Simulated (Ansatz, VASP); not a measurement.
Pb4F in VASP and in Ansatz

```xyz
5
Lattice="4.7537 0.0000 0.0000 0.0000 4.7537 0.0000 0.0000 0.0000 6.4678" Properties=species:S:1:pos:R:3 pbc="T T T"
Pb    2.3768    0.0000    1.6349
Pb    0.0000    2.3768    4.8329
Pb    2.3768    0.0000    4.8329
Pb    0.0000    2.3768    1.6349
F     0.0000    0.0000    0.0000
```

Change from the starting cell: ordered vacancies on the anion sites of antifluorite (P4/mmm, No. 123).

Alike in both runs: functional PBE; k mesh 4 × 4 × 4; occupations gaussian, width 0.1 eV; no spin polarisation.

Ansatz relaxed the structure, and its values are those at the end. VASP's run is a single point on that final structure, the one shown.

|  | VASP | Ansatz |
| --- | --- | --- |
| version | VASP 6.6.1 | Ansatz 0.2.0 |
| potentials or method | VASP PAW PBE potentials, release 64 (Pb_d, F), cutoff 520 eV | scalar-relativistic, plane waves, PAW |
| valence electrons in the cell | 63 | 63 |

|  | VASP | Ansatz | Ansatz less VASP |
| --- | --- | --- | --- |
| gap on the k mesh at the Fermi level (eV) | none | none | - |
| pressure (GPa) | 0.0 | 0.0 | +0.08 |

A gap of «none» marks a metal or a gap that the smearing closes. The functional is the same, so the differences come from potentials, cutoffs and numerics.

Spin-orbit coupling is off throughout.
